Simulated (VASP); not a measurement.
Here is a VASP 6.6.1 calculation.

Contents of INCAR:

```
PREC = Accurate
ENCUT = 520
EDIFF = 1E-6
ISMEAR = -1
SIGMA = 0.05
LREAL = False
LASPH = True
NELM = 80
ALGO = Normal
ISIF = 2
LWAVE = False
LCHARG = True
GGA = PE
LELF = True
LVHAR = True
NBANDS = 49
```

File KPOINTS:

```
regular mesh
0
Gamma
  7 7 1
```

Contents of POSCAR:

```
MoS2
1.0
    3.1840155185     -0.0159200776      0.0000000000
   -1.6057949508      2.7653983638      0.0000000000
    0.0000000000      0.0000000000     28.3873198000
Mo S
3 6
Direct
    0.3330693455      0.6666600942      0.2599951546
    0.3330693455      0.6666600942      0.7400048454
    0.6678406940      0.3333624692      0.0000000000
    0.6654330706      0.3333028036      0.2049376010
    0.6654332471      0.3333027393      0.6849501494
    0.3354773231      0.6667197949      0.9449433562
    0.6654332471      0.3333027393      0.3150498506
    0.6654330706      0.3333028036      0.7950623990
    0.3354773231      0.6667197949      0.0550566438
```

Potentials or basis: VASP PAW PBE potentials, release 64 (Mo_sv, S).

Command:

```bash
$ cat potpaw_PBE.64/Mo_sv/POTCAR potpaw_PBE.64/S/POTCAR > POTCAR
$ mpirun -np 1 vasp_std > vasp.out
```

Estimate the largest force.

0.012 eV/Å.

Estimate the band gap on the k mesh.

1.74 eV, indirect (least direct gap 2.10 eV).

Forces in eV/Å, atoms in the order of the input:
```
Mo   0.000  0.000  0.000
Mo   0.000  0.000  0.000
Mo   0.000  0.000  0.000
S    0.000  0.000  0.012
S    0.000  0.000  0.012
S    0.000  0.000  0.012
S    0.000  0.000 -0.012
S    0.000  0.000 -0.012
S    0.000  0.000 -0.012
```
